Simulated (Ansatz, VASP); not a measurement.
**BN in VASP and in Ansatz**

Contents of POSCAR:

```
BN
1.0
    0.0000000000      1.7483759774      1.9232135751
    1.7483759774      0.0000000000      1.9232135751
    1.7483759774      1.7483759774      0.0000000000
B N
1 1
Direct
    0.0000000000      0.0000000000      0.0000000000
    0.7500000000      0.7500000000      0.7500000000
```

INCAR.step1

```
SYSTEM = BN
ALGO = Normal ; EDIFF = 1E-4
ENCUT = 520 ; GGA = PE
ISMEAR = 0 ; LASPH = .TRUE.
LCHARG = .FALSE. ; LREAL = .FALSE.
LWAVE = .TRUE. ; NBANDS = 11
NELM = 100 ; PREC = Accurate
SIGMA = 0.05
```

The input INCAR.step2:

```
SYSTEM = BN
ALGO = Normal ; EDIFF = 1E-6
ENCUT = 520 ; ISIF = 2
ISMEAR = 0 ; ISTART = 1
LASPH = .TRUE. ; LCHARG = .TRUE.
LELF = .TRUE. ; LMIXTAU = .TRUE.
LREAL = .FALSE. ; LVHAR = .TRUE.
LWAVE = .FALSE. ; METAGGA = R2SCAN
NBANDS = 11 ; NELM = 100
PREC = Accurate ; SIGMA = 0.05
```

The input KPOINTS:

```
k-points
0
G
  12 12 12
  0 0 0
```

Input for Ansatz:

```yaml
crystal:
  lattice:
    - [0.0, 1.7483759774, 1.9232135751]
    - [1.7483759774, 0.0, 1.9232135751]
    - [1.7483759774, 1.7483759774, 0.0]
  atoms:
    - { symbol: B, position: [0.0, 0.0, 0.0] }
    - { symbol: "N", position: [0.75, 0.75, 0.75] }
basis:
  ecutwfc: 500
kpoints:
  mp_grid: { grid: [12, 12, 12] }
hamiltonian:
  xc: r2scan
scf:
  occupations: { method: gaussian, width: 0.05 }
output:
  forces: true
  stress: true
  eigenvalues: true
```

Alike in both runs: task single point; functional r2SCAN; k mesh 12 × 12 × 12; occupations gaussian, width 0.05 eV; no spin polarisation.

|  | VASP | Ansatz |
| --- | --- | --- |
| version | VASP 6.6.1 | Ansatz 0.2.0 |
| potentials or method | VASP PAW PBE potentials, release 64 (B, N), cutoff 520 eV | scalar-relativistic, plane waves, PAW |
| valence electrons in the cell | 8 | 8 |

|  | VASP | Ansatz | Ansatz less VASP |
| --- | --- | --- | --- |
| gap on the k mesh at the Fermi level (eV) | 4.10 | 4.12 | +0.022 |
| least direct gap on the mesh (eV) | 8.97 | 8.99 | +0.023 |
| pressure (GPa) | 1.2 | 0.1 | -1.11 |
| traceless stress, the component that is largest in VASP (GPa) | -46.70 | -46.81 | -0.107 |

VASP's potentials were made for PBE, not for r2SCAN. With one functional, cell and mesh, what is left measures potentials, basis and numerics.
